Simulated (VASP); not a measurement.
The system is Hg.

```xyz
4
Lattice="3.1955 0.0000 0.0000 -1.5977 2.7674 0.0000 0.0000 0.0000 10.4364" Properties=species:S:1:pos:R:3 pbc="T T T"
Hg    0.0000    0.0000    0.0000
Hg    0.0000    0.0000    5.2182
Hg    0.0000    1.8449    2.6091
Hg    1.5977    0.9225    7.8273
```

| Property | Result |
| --- | --- |
| Program | VASP 6.6.1 |
| Task | relaxation of cell and atoms |
| Functional | BLYP |
| Potentials or basis | VASP PAW PBE potentials, release 64 (Hg) |
| Cutoff | 600 eV |
| k mesh | 11 × 11 × 3 |
| Occupations | fermi-dirac, width 0.1 eV |
| Spin | no spin polarisation |

At the start: pressure 13.1 GPa; volume 23.07 Å³/atom.

Task: Where does the relaxation end?

Result: Over 6 steps the energy falls by 457.1 meV/atom and the volume is 49.03 Å³/atom (+112.5 %); space group P6_3/mmc (No. 194, to 0.1 Å) before and after.

The path:
| step | energy change (eV) | largest force (eV/Å) | pressure (GPa) | volume (Å³) |
| --- | --- | --- | --- | --- |
| 1 | 0.0000 | 0.0000 | 13.12 | 92.29 |
| 2 | -1.2627 | 0.0000 | 3.84 | 119.90 |
| 3 | -1.5871 | 0.0000 | 1.79 | 139.29 |
| 4 | -1.8207 | 0.0000 | 0.20 | 184.12 |
| 5 | -1.8279 | 0.0000 | 0.05 | 192.87 |
| 6 | -1.8285 | 0.0000 | 0.00 | 196.12 |

Final structure:
```
Hg
1.0
     4.09903    0.00000    0.00000
    -2.04951    3.54986    0.00000
     0.00000    0.00000   13.47836
Hg
4
Direct
  0.00000 0.00000 0.00000
  0.00000 0.00000 0.50000
  0.33333 0.66667 0.25000
  0.66667 0.33333 0.75000
```

Caveat: the volume moved by over 15 % at a fixed basis, so the end points are rough; the PAW data sets were made with another functional, which shifts forces and pressure a little.
